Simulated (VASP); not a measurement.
# Zn: single point with PBE

The system is Zn.

```
CELL_PARAMETERS angstrom
2.67000 0.00000 0.00000
-1.33500 2.31229 0.00000
0.00000 0.00000 4.96600
ATOMIC_POSITIONS crystal
Zn 0.66667 0.33333 0.75000
Zn 0.33333 0.66667 0.25000
```

```yaml
Program: VASP 6.6.1
Task: single point
Functional: PBE
Potentials_or_basis: VASP PAW PBE potentials, release 64 (Zn)
Cutoff: 520 eV
k_mesh: 11 × 11 × 6
Occupations: fermi-dirac, width 0.05 eV
Spin: no spin polarisation
Dipole_correction: no
Further_INCAR_settings: ALGO = Normal; EDIFF = 1e-07; NBANDS = 19
```

```
Pressure               : -0.4 GPa
Band gap on the k mesh : zero (band 12 reaches 4.77 eV, above the bottom of band 13 at -0.01 eV)
```

Stress tensor (GPa, compression positive):
```
-0.02  0.00  0.00
 0.00 -0.02  0.00
 0.00  0.00 -1.04
```

Levels at points of the mesh, in eV from the Fermi level:
| k point | band 10 | band 11 | band 12 | band 13 | band 14 | band 15 |
| --- | --- | --- | --- | --- | --- | --- |
| (0.00, 0.00, 0.00) | -6.96 | -6.96 | -3.48 | -2.94 | 13.61 | 17.25 |
| (0.00, 0.00, 0.50) | -7.04 | -7.04 | -7.04 | 4.66 | 4.66 | 18.76 |

Wall time 40 s on 1 thread of Intel Xeon 8259CL, on a shared host, peak memory 0.16 GiB.
